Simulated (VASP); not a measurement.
# PbF2 (I4/mmm) in VASP: further runs

The runs below take PbF2 through single point, with r2SCAN.

Everything below comes from runs of VASP 6.6.1. Logs are shortened: lines on timing, memory, paths and dates and some standing lists are left out, and cuts for length are marked.

## Step 1: The cell of the first run

Symmetry: I4/mmm, No. 139, tetragonal system. Conventional cell: a = 4.200 Å, b = 4.200 Å, c = 6.118 Å, α = 90.00°, β = 90.00°, γ = 90.00°. Pb (site symmetry 4/mmm) has 8 F at 2.60 Å within 3.4 Å. Within 3.4 Å of F (site symmetry -4m2) lie 4 Pb at 2.60 Å and 6 F at 2.97 to 3.06 Å.

## Step 2: Single point, r2SCAN (strain +0.000 along x and y, +0.030 along z)

The input, POSCAR:

```
PbF2
1.0
    0.0000000000      2.9698500000      3.0589455000
    2.9698500000      0.0000000000      3.0589455000
    2.9698500000      2.9698500000      0.0000000000
Pb F
1 2
Direct
    0.0000000000      0.0000000000      0.0000000000
    0.2500000000      0.2500000000      0.2500000000
    0.7500000000      0.7500000000      0.7500000000
```

The input, INCAR.step1:

```
ALGO     = Normal         # electronic algorithm
EDIFF    = 1E-4           # SCF threshold, eV
ENCUT    = 520            # plane-wave cutoff, eV
GGA      = PE             # functional
ISMEAR   = 0              # smearing method
LASPH    = T              # aspherical terms in the spheres
LCHARG   = F              # write CHGCAR
LREAL    = F              # projectors in reciprocal space
LWAVE    = T              # write WAVECAR
NBANDS   = 21             # bands
NELM     = 100            # most SCF steps
PREC     = Accurate       # precision mode
SIGMA    = 0.05           # smearing width, eV
```

The input, INCAR.step2:

```
ALGO     = Normal         # electronic algorithm
EDIFF    = 1E-6           # SCF threshold, eV
ENCUT    = 520            # plane-wave cutoff, eV
ISIF     = 2              # what is computed and relaxed
ISMEAR   = 0              # smearing method
ISTART   = 1            
LASPH    = T              # aspherical terms in the spheres
LCHARG   = F              # write CHGCAR
LMIXTAU  = T            
LREAL    = F              # projectors in reciprocal space
LWAVE    = F              # write WAVECAR
METAGGA  = R2SCAN         # meta-GGA
NBANDS   = 21             # bands
NELM     = 100            # most SCF steps
PREC     = Accurate       # precision mode
SIGMA    = 0.05           # smearing width, eV
```

The input, KPOINTS:

```
k-points
0
Gamma
  8 8 8
```

Potentials or basis: VASP PAW PBE potentials, release 64 (Pb_d, F).

Started as:

```console
$ cat potpaw_PBE.64/Pb_d/POTCAR potpaw_PBE.64/F/POTCAR > POTCAR
$ cp INCAR.step1 INCAR
$ mpirun -np 1 vasp_std > vasp.out
$ cp INCAR.step2 INCAR
$ mpirun -np 1 vasp_std > vasp.out
```

OUTCAR:

```text
EDIFF = 1E-6
   ENCUT = 520
   ISIF = 2
   ISMEAR = 0
   ISTART = 1
   LASPH = T
   LREAL = F
   METAGGA = R2SCAN
   NELM = 100
   PREC = Accurate

 ion  position               nearest neighbor table
   1  0.000  0.000  0.000-   3 2.60   2 2.60   3 2.60   2 2.60   3 2.60   3 2.60   2 2.60   2 2.60

   2  0.250  0.250  0.250-   1 2.60   1 2.60   1 2.60   1 2.60
   3  0.750  0.750  0.750-   1 2.60   1 2.60   1 2.60   1 2.60

  LATTYP: Found a body centered tetragonal cell.
 ALAT       =     4.2000021482
 C/A-ratio  =     1.4566399692

  Lattice vectors:

 A1 = (  -2.9698500000,   0.0000000000,   3.0589455000)
 A2 = (   2.9698500000,   0.0000000000,   3.0589455000)
 A3 = (   0.0000000000,   2.9698500000,  -3.0589455000)

Analysis of symmetry for initial positions (statically):
=====================================================================
 Subroutine PRICEL returns:
 Original cell was already a primitive cell.

 Routine SETGRP: Setting up the symmetry group for a
 body centered tetragonal supercell.

 Subroutine GETGRP returns: Found 16 space group operations
 (whereof 16 operations were pure point group operations)
 out of a pool of 16 trial point group operations.

The static configuration has the point symmetry D_4h.

Analysis of symmetry for dynamics (positions and initial velocities):
=====================================================================
 Subroutine PRICEL returns:
 Original cell was already a primitive cell.

 Routine SETGRP: Setting up the symmetry group for a
 body centered tetragonal supercell.

 Subroutine GETGRP returns: Found 16 space group operations
 (whereof 16 operations were pure point group operations)
 out of a pool of 16 trial point group operations.

The dynamic configuration has the point symmetry D_4h.

 Subroutine INISYM returns: Found 16 space group operations
 (whereof 16 operations are pure point group operations),
 and found     1 'primitive' translations

----------------------------------------------------------------------------------------

                                     Primitive cell

  volume of cell :      53.9599

  direct lattice vectors                    reciprocal lattice vectors
     0.000000000  2.969850000  3.058945500    -0.168358671  0.168358671  0.163455021
     2.969850000  0.000000000  3.058945500     0.168358671 -0.168358671  0.163455021
     2.969850000  2.969850000  0.000000000     0.168358671  0.168358671 -0.163455021

  length of vectors
     4.263467673  4.263467673  4.200002148     0.288802403  0.288802403  0.288802403

  position of ions in fractional coordinates (direct lattice)
     0.000000000  0.000000000  0.000000000
     0.250000000  0.250000000  0.250000000
     0.750000000  0.750000000  0.750000000

  ion indices of the primitive-cell ions
   primitive index   ion index
                 1           1
                 2           2
                 3           3

----------------------------------------------------------------------------------------

 KPOINTS: k-points

Automatic generation of k-mesh.
 Grid dimensions read from file:
 generate k-points for:    8    8    8

 Generating k-lattice:

  Cartesian coordinates                     Fractional coordinates (reciprocal lattice)
    -0.021044834  0.021044834  0.020431878     0.125000000 -0.000000000  0.000000000
     0.021044834 -0.021044834  0.020431878    -0.000000000  0.125000000  0.000000000
     0.021044834  0.021044834 -0.020431878     0.000000000  0.000000000  0.125000000

  Length of vectors
     0.036100300  0.036100300  0.036100300

  Shift w.r.t. Gamma in fractional coordinates (k-lattice)
     0.000000000  0.000000000  0.000000000

 Subroutine IBZKPT returns following result:
 ===========================================

 Found     59 irreducible k-points:

 Following reciprocal coordinates:
            Coordinates               Weight
  0.000000  0.000000  0.000000      1.000000
  0.125000 -0.000000  0.000000      8.000000
  0.250000 -0.000000  0.000000      8.000000
  0.375000 -0.000000  0.000000      8.000000
  0.500000 -0.000000  0.000000      4.000000
  0.125000  0.125000  0.000000      2.000000
[... 16 lines left out ...]
  0.250000 -0.000000  0.125000     16.000000
  0.375000  0.000000  0.125000     16.000000
 [... further k-points ...]
   k-points           NKPTS =     59   k-points in BZ     NKDIM =     59   number of bands    NBANDS=     21
   number of dos      NEDOS =    301   number of ions     NIONS =      3
   total plane-waves  NPLWV =  32768
   dimension x,y,z NGX =    32 NGY =   32 NGZ =   32
   dimension x,y,z NGXF=    64 NGYF=   64 NGZF=   64
   ions per type =               1   2
   NGX,Y,Z   is equivalent  to a cutoff of  12.48, 12.48, 12.67 a.u.
   NGXF,Y,Z  is equivalent  to a cutoff of  24.96, 24.96, 25.33 a.u.
 SYSTEM =  unknown system
   PREC   = accura    normal or accurate (medium, high low for compatibility)
   ISTART =      1    job   : 0-new  1-cont  2-samecut
   ICHARG =      0    charge: 1-file 2-atom 10-const
   ISPIN  =      1    spin polarized calculation?
   LNONCOLLINEAR =      F non collinear calculations
   LSORBIT =      F    spin-orbit coupling
   LASPH  =      T    aspherical Exc in radial PAW
   ENCUT  =  520.0 eV  38.22 Ry    6.18 a.u.   7.93  7.93  7.81*2*pi/ulx,y,z
   NELM   =    100;   NELMIN=  2; NELMDL=  0     # of ELM steps
   EDIFF  = 0.1E-05   stopping-criterion for ELM
   LREAL  =      F    real-space projection
   EDIFFG = 0.1E-04   stopping-criterion for IOM
   NSW    =      0    number of steps for IOM
   IBRION =     -1    ionic relax: 0-MD 1-quasi-New 2-CG
   NFREE  =      0    steps in history (QN), initial steepest desc. (CG)
   ISIF   =      2    stress and relaxation
   ISYM   =      2    0-nonsym 1-usesym 2-fastsym
   POTIM  = 0.5000    time-step for ionic-motion
   TEBEG  =    0.0;   TEEND  =   0.0 temperature during run
   PSTRESS=    0.0 pullay stress
   NELECT =      28.0000    total number of electrons
   NUPDOWN=      -1.0000    fix difference up-down
   EMIN   =  10.00;   EMAX   =-10.00  energy-range for DOS
   EFERMI =   0.00;   METHOD = LEGACY
   ISMEAR =     0;   SIGMA  =   0.05  broadening in eV -4-tet -1-fermi 0-gaus
   EFERMI_NEDOS =   21; number of points for ismear=-14 and -15
   IALGO  =     38    algorithm
   IMIX   =      4    mixing-type and parameters
     AMIX     =   0.40;   BMIX     =  1.00
     AMIX_MAG =   1.60;   BMIX_MAG =  1.00
  volume/ion in A,a.u.               =      17.99       121.38
  Fermi-wavevector in a.u.,A,eV,Ry     =   1.315540  2.486009 23.546846  1.730644
  Thomas-Fermi vector in A             =   2.445715
   LORBIT       =      0    0 simple, 1 ext, 2 COOP (PROOUT), +10 PAW based schemes
   METAGGA = R2SCAN    functional components
   LHFCALC =     F    Hartree Fock is set to
   AEXX    =    0.0000 exact exchange contribution
   IVDW    =     0    specifies the selected vdW correction
   LEPSILON=     F    determine dielectric tensor
   LRPA    =     F    only Hartree local field effects (RPA)
 non-spin polarized calculation
 Gauss-broadening in eV      SIGMA  =   0.05
  energy-cutoff  :      520.00
  volume of cell :       53.96
 maximum number of plane-waves:      1473
   NGX = 15   NGY = 15   NGZ = 15

 number of electron      28.0000024 magnetization

 Free energy of the ion-electron system (eV)
  ---------------------------------------------------
  ext. energy  EPLUGINS =         0.00000000
  ---------------------------------------------------
  free energy    TOTEN  =       -70.14074717 eV

  energy without entropy =      -70.14074717  energy(sigma->0) =      -70.14074717

 E-fermi :   1.3103     XC(G=0):  -9.8189

 val. band max:        1.0945833001   @ k =  -0.3750   0.3750   0.0000
 cond. band min:       5.9672991968   @ k =   0.5000   0.0000   0.5000
 fundamental gap:      4.8727158967
 Fermi energy:         1.3103372571

 k-point     1 :       0.0000    0.0000    0.0000
  band No.  band energies     occupation
      1     -21.0158      2.00000
      2     -20.4822      2.00000
      3     -13.7717      2.00000
      4     -13.7513      2.00000
      5     -13.7513      2.00000
      6     -13.7275      2.00000
[... 13 lines left out ...]
     20      17.2122      0.00000
     21      18.7289      0.00000

 k-point     2 :       0.1250   -0.0000    0.0000
  band No.  band energies     occupation
      1     -20.9902      2.00000
      2     -20.5051      2.00000
      3     -13.7624      2.00000
      4     -13.7466      2.00000
      5     -13.7293      2.00000
      6     -13.7274      2.00000
[... 13 lines left out ...]
     20      16.6867      0.00000
     21      18.4369      0.00000

 k-point     3 :       0.2500   -0.0000    0.0000
  band No.  band energies     occupation
      1     -20.9227      2.00000
      2     -20.5650      2.00000
      3     -13.7526      2.00000
      4     -13.7444      2.00000
      5     -13.7178      2.00000
      6     -13.7110      2.00000
[... 13 lines left out ...]
     20      16.0006      0.00000
     21      17.2054      0.00000

 k-point     4 :       0.3750   -0.0000    0.0000
  band No.  band energies     occupation
      1     -20.8349      2.00000
      2     -20.6441      2.00000
      3     -13.7515      2.00000
      4     -13.7487      2.00000
      5     -13.7017      2.00000
      6     -13.6975      2.00000
[... 13 lines left out ...]
     20      15.5883      0.00000
     21      16.1780      0.00000

 k-point     5 :       0.5000   -0.0000    0.0000
  band No.  band energies     occupation
      1     -20.7652      2.00000
      2     -20.7097      2.00000
      3     -13.7523      2.00000
      4     -13.7509      2.00000
      5     -13.6946      2.00000
      6     -13.6906      2.00000
[... 13 lines left out ...]
     20      15.4595      0.00000
     21      15.7857      0.00000

 k-point     6 :       0.1250    0.1250    0.0000
  band No.  band energies     occupation
      1     -20.9858      2.00000
      2     -20.5082      2.00000
      3     -13.7436      2.00000
      4     -13.7411      2.00000
      5     -13.7411      2.00000
      6     -13.7249      2.00000
[... 13 lines left out ...]
     20      17.3613      0.00000
     21      18.4186      0.00000

 k-point     7 :       0.2500    0.1250    0.0000
  band No.  band energies     occupation
      1     -20.9366      2.00000
      2     -20.5513      2.00000
      3     -13.7396      2.00000
      4     -13.7357      2.00000
      5     -13.7209      2.00000
      6     -13.7164      2.00000
[... 13 lines left out ...]
     20      16.9534      0.00000
     21      18.0017      0.00000
[... 291 lines left out ...]
      1     -20.7692      2.00000
      2     -20.6930      2.00000
      3     -13.7356      2.00000
      4     -13.7192      2.00000
      5     -13.6895      2.00000
      6     -13.6468      2.00000
[... 13 lines left out ...]
     20      17.1071      0.00000
     21      18.3901      0.00000

 k-point    21 :       0.5000    0.5000    0.0000
  band No.  band energies     occupation
      1     -20.8034      2.00000
      2     -20.6564      2.00000
      3     -13.7443      2.00000
      4     -13.7097      2.00000
      5     -13.6803      2.00000
      6     -13.6803      2.00000
[... 13 lines left out ...]
     20      18.8789      0.00000
     21      19.0780      0.00000

 k-point    22 :       0.1250    0.0000    0.1250
  band No.  band energies     occupation
      1     -20.9807      2.00000
      2     -20.5133      2.00000
      3     -13.7600      2.00000
      4     -13.7417      2.00000
      5     -13.7308      2.00000
      6     -13.7221      2.00000
[... 13 lines left out ...]
     20      16.9420      0.00000
     21      18.8726      0.00000

 k-point    23 :       0.2500   -0.0000    0.1250
  band No.  band energies     occupation
      1     -20.9275      2.00000
      2     -20.5606      2.00000
      3     -13.7471      2.00000
      4     -13.7387      2.00000
      5     -13.7255      2.00000
      6     -13.7097      2.00000
[... 13 lines left out ...]
     20      16.5989      0.00000
     21      18.1680      0.00000

 k-point    24 :       0.3750    0.0000    0.1250
  band No.  band energies     occupation
      1     -20.8487      2.00000
      2     -20.6302      2.00000
      3     -13.7447      2.00000
      4     -13.7419      2.00000
      5     -13.7055      2.00000
      6     -13.6973      2.00000
[... 13 lines left out ...]
     20      16.3464      0.00000
     21      17.2208      0.00000

 [... further k-points ...]
[... 5 lines left out ...]
  --------------------------------------------------------------------------------------
  -------------------------------------------------------------------------------------
  Total       -0.7798837     -0.7798837     -1.3369735      0.0000000      0.0000000      0.0000000
  in kB      -23.1563265    -23.1563265    -39.6974494      0.0000000      0.0000000      0.0000000
  external PRESSURE =     -28.6700341 kB  Pullay stress =       0.0000000 kB

 VOLUME and BASIS-vectors are now :
 -----------------------------------------------------------------------------
  energy-cutoff  :      520.00
  volume of cell :       53.96
      direct lattice vectors                 reciprocal lattice vectors
     0.000000000  2.969850000  3.058945500    -0.168358671  0.168358671  0.163455021
     2.969850000  0.000000000  3.058945500     0.168358671 -0.168358671  0.163455021
     2.969850000  2.969850000  0.000000000     0.168358671  0.168358671 -0.163455021

 POSITION                                       TOTAL-FORCE (eV/Angst)
 -----------------------------------------------------------------------------------
      0.00000      0.00000      0.00000         0.000000      0.000000     -0.000000
      1.48493      1.48493      1.52947         0.000000     -0.000000      0.000000
      4.45477      4.45477      4.58842        -0.000000      0.000000     -0.000000
 -----------------------------------------------------------------------------------
    total drift:                                0.000000     -0.000000      0.000000

  FREE ENERGIE OF THE ION-ELECTRON SYSTEM (eV)
  ---------------------------------------------------
  free  energy   TOTEN  =       -70.1407471654 eV

  energy  without entropy=      -70.1407471654  energy(sigma->0) =      -70.14074717
```

Run time: 3 min. Hardware: 1 thread of Intel Xeon Platinum 8259CL at 2.50GHz (Skylake/Cascade Lake), shared host; peak memory 0.22 GiB.

Results:

* Free energy: -70.1407 eV
* Pressure: -2.9 GPa
* Band gap on the k mesh: 4.87 eV, indirect (least direct gap 5.04 eV)

Stress tensor (GPa, compression positive):
```
-2.32  0.00  0.00
 0.00 -2.32  0.00
 0.00  0.00 -3.97
```

Caveat: the cell differs from its parent crystal (strain +0.000 along x and y, +0.030 along z); the PAW data sets were made with another functional, which shifts forces and pressure a little; spin-orbit coupling is left out, which moves the levels of the heavy elements.

## Step 3: Single point, r2SCAN (strain +0.015 along x and y, +0.000 along z)

The input, POSCAR:

```
PbF2
1.0
    0.0000000000      3.0143977500      2.9698500000
    3.0143977500      0.0000000000      2.9698500000
    3.0143977500      3.0143977500      0.0000000000
Pb F
1 2
Direct
    0.0000000000      0.0000000000      0.0000000000
    0.2500000000      0.2500000000      0.2500000000
    0.7500000000      0.7500000000      0.7500000000
```

The input, INCAR.step1:

```
SYSTEM = PbF2
PREC = Accurate ; ENCUT = 520
ISMEAR = 0 ; SIGMA = 0.05
LREAL = .FALSE. ; LASPH = .TRUE.
NELM = 100 ; NBANDS = 21
GGA = PE ; ALGO = Normal
EDIFF = 1E-4 ; LWAVE = .TRUE.
LCHARG = .FALSE.
```

The input, INCAR.step2:

```
SYSTEM = PbF2
PREC = Accurate ; ENCUT = 520
EDIFF = 1E-7 ; ISMEAR = 0
SIGMA = 0.05 ; LREAL = .FALSE.
LASPH = .TRUE. ; NELM = 100
ALGO = Normal ; ISIF = 2
LWAVE = .FALSE. ; LCHARG = .FALSE.
METAGGA = R2SCAN ; LMIXTAU = .TRUE.
NBANDS = 21 ; ISTART = 1
```

The input, KPOINTS:

```
regular mesh
0
G
  8 8 8
  0 0 0
```

Potentials or basis: VASP PAW PBE potentials, release 64 (Pb_d, F).

Started as:

```console
$ cat potpaw_PBE.64/Pb_d/POTCAR potpaw_PBE.64/F/POTCAR > POTCAR
$ cp INCAR.step1 INCAR
$ mpirun -np 1 vasp_std > vasp.out
$ cp INCAR.step2 INCAR
$ mpirun -np 1 vasp_std > vasp.out
```

Run time: 3.5 min. Hardware: 1 thread of Intel Xeon Platinum 8259CL at 2.50GHz (Skylake/Cascade Lake), shared host; peak memory 0.22 GiB.

It converged, with:

```yaml
Free_energy: -70.1446 eV
Pressure: -2.9 GPa
Band_gap_on_the_k_mesh: 4.88 eV, indirect (least direct gap 5.07 eV)
```

Stress tensor (GPa, compression positive):
```
-3.14  0.00  0.00
 0.00 -3.14  0.00
 0.00  0.00 -2.32
```

Levels at points of the mesh, in eV from the valence-band top:
| k point | band 12 | band 13 | band 14 | band 15 | band 16 | band 17 |
| --- | --- | --- | --- | --- | --- | --- |
| (0.00, 0.00, 0.00) | -1.96 | -1.96 | -1.86 | 7.19 | 7.26 | 7.26 |
| (0.50, 0.00, 0.00) | -2.12 | -2.10 | -0.07 | 5.37 | 8.08 | 8.11 |
| (0.50, 0.50, 0.00) | -1.56 | -1.49 | -0.22 | 4.88 | 8.28 | 8.28 |
| (0.50, 0.00, 0.50) | -1.55 | -1.50 | -0.14 | 4.92 | 8.24 | 8.35 |

Caveat: the cell differs from its parent crystal (strain +0.015 along x and y, +0.000 along z); the PAW data sets were made with another functional, which shifts forces and pressure a little; spin-orbit coupling is left out, which moves the levels of the heavy elements. A k mesh can miss the band edges.
